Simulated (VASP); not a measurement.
BaZrO3:

```xyz
5
Lattice="4.1632 0.0000 0.0000 0.0000 4.1632 0.0000 0.0000 0.0000 4.1632" Properties=species:S:1:pos:R:3 pbc="T T T"
Ba    0.0000    0.0000    0.0000
Zr    2.0816    2.0816    2.0816
O     2.0816    2.0816    0.0000
O     2.0816    0.0000    2.0816
O     0.0000    2.0816    2.0816
```

Base run:

* Program: VASP 6.6.1
* Functional: r2SCAN
* Potentials or basis: VASP PAW PBE potentials, release 64 (Ba_sv, Zr_sv, O_h)
* Cutoff: 1480 eV
* k mesh: 6 × 6 × 6
* Occupations: fermi-dirac, width 0.05 eV
* Spin: no spin polarisation

Its results: band gap on the k mesh 3.76 eV (least direct gap 3.98 eV); pressure 6.3 GPa.

**Question.** The run is repeated on the same cell with these changes: functional from r2SCAN to LDA; potentials or basis from VASP PAW PBE potentials, release 64 (Ba_sv, Zr_sv, O_h) to VASP PAW LDA potentials, release 64 (Ba_sv, Zr_sv, O_h); cutoff from 1480 eV to 1340 eV. What comes out?

**Answer.** Band gap on the k mesh 3.12 eV (least direct gap 3.31 eV); pressure -0.7 GPa.

Caveats: spin-orbit coupling is left out, which moves the levels of the heavy elements; the cell stands under pressure (at least some runs); the PAW data sets were made with another functional, which shifts forces and pressure a little (at least some runs).

A k mesh can miss the band edges.
